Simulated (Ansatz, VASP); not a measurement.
# Two plane-wave programs on Li2Se

```
Li Se
1.0
     0.00000    2.99342    2.99342
     2.99342    0.00000    2.99342
     2.99342    2.99342    0.00000
Li Se
2 1
Cartesian
  1.4967 1.4967 1.4967
  4.4901 4.4901 4.4901
  0.0000 0.0000 0.0000
```

Alike in both runs: functional r2SCAN; k mesh 7 × 7 × 7; occupations fermi-dirac, width 0.02 eV; no spin polarisation.

Ansatz relaxed the structure, and its values are those at the end. VASP's run is a single point on that final structure, the one shown.

```csv
,VASP,Ansatz
version,VASP 6.6.1,Ansatz 0.2.0
potentials or method,"VASP PAW PBE potentials, release 64 (Li_sv, Se)","PAW with Ansatz's default frozen-core files, scalar-relativistic"
plane-wave cutoff (eV),830,500
valence electrons in the cell,12,22
```

```csv
,VASP,Ansatz,Ansatz less VASP
pressure (GPa),-0.2,0.0,+0.12
```

VASP's potentials were made for PBE, not for r2SCAN. VASP's potentials hold 12 valence electrons a cell and Ansatz's 22, so a difference there can come from the potentials and not from the codes.
